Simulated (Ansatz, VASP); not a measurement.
# Two plane-wave programs on SnO

```xyz
4
Lattice="3.7986 0.0000 0.0000 0.0000 3.7986 0.0000 0.0000 0.0000 4.8408" Properties=species:S:1:pos:R:3 pbc="T T T"
Sn    1.8993    0.0000    1.1468
Sn    0.0000    1.8993    3.6940
O     0.0000    0.0000    0.0000
O     1.8993    1.8993    0.0000
```

Alike in both runs: task relaxation of cell and atoms; functional r2SCAN; k mesh 8 × 8 × 8; occupations fermi-dirac, width 0.1 eV; no spin polarisation.

|  | VASP | Ansatz |
| --- | --- | --- |
| version | VASP 6.6.1 | Ansatz 0.2.0 |
| potentials or method | VASP PAW PBE potentials, release 64 (Sn_d, O) | PAW with Ansatz's default frozen-core files, scalar-relativistic |
| plane-wave cutoff (eV) | 660 | 500 |
| valence electrons in the cell | 40 | 40 |

|  | VASP | Ansatz | Ansatz less VASP |
| --- | --- | --- | --- |
| relaxed volume (Å³/atom) | 17.77 | 17.87 | +0.096 |
| relaxed length of the cell vector where the two differ most in proportion (Å) | 4.892 | 4.930 | +0.0380 |

VASP's potentials were made for PBE, not for r2SCAN.
